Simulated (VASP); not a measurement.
Here is a VASP 6.6.1 calculation.

File INCAR:

```
SYSTEM = BaZrO3
  PREC = Accurate
  ENCUT = 520
  EDIFF = 1E-6
  ISMEAR = 0
  SIGMA = 0.05
  LREAL = .FALSE.
  LASPH = .TRUE.
  NELM = 60
  ALGO = Normal
  ISIF = 2
  LWAVE = .FALSE.
  LCHARG = .FALSE.
  GGA = PE
  NBANDS = 28
```

KPOINTS

```
Automatic mesh
0
G
  6 6 6
  0 0 0
```

POSCAR

```
BaZrO3
1.0
    4.1633977333      0.0000000000      0.0000000000
    0.0000000000      4.1633977333      0.0000000000
    0.0000000000      0.0000000000      4.2477883879
Ba Zr O
1 1 3
Direct
    0.0000000000      0.0000000000      0.0000000000
    0.5000000000      0.5000000000      0.5000000000
    0.0000000000      0.5000000000      0.5000000000
    0.5000000000      0.0000000000      0.5000000000
    0.5000000000      0.5000000000      0.0000000000
```

Potentials or basis: VASP PAW PBE potentials, release 64 (Ba_sv, Zr_sv, O).

The run is started by

```sh
$ cat potpaw_PBE.64/Ba_sv/POTCAR potpaw_PBE.64/Zr_sv/POTCAR potpaw_PBE.64/O/POTCAR > POTCAR
$ mpirun -np 1 vasp_std > vasp.out
```

Task: What does it give for the pressure?

Result: 5.2 GPa.

Task: Estimate the band gap on the k mesh.

Result: 3.14 eV, indirect (least direct gap 3.37 eV).

Stress tensor (GPa, compression positive):
```
6.77 0.00 0.00
0.00 6.77 0.00
0.00 0.00 2.06
```

Caveat: spin-orbit coupling is left out, which moves the levels of the heavy elements. A k mesh can miss the band edges.
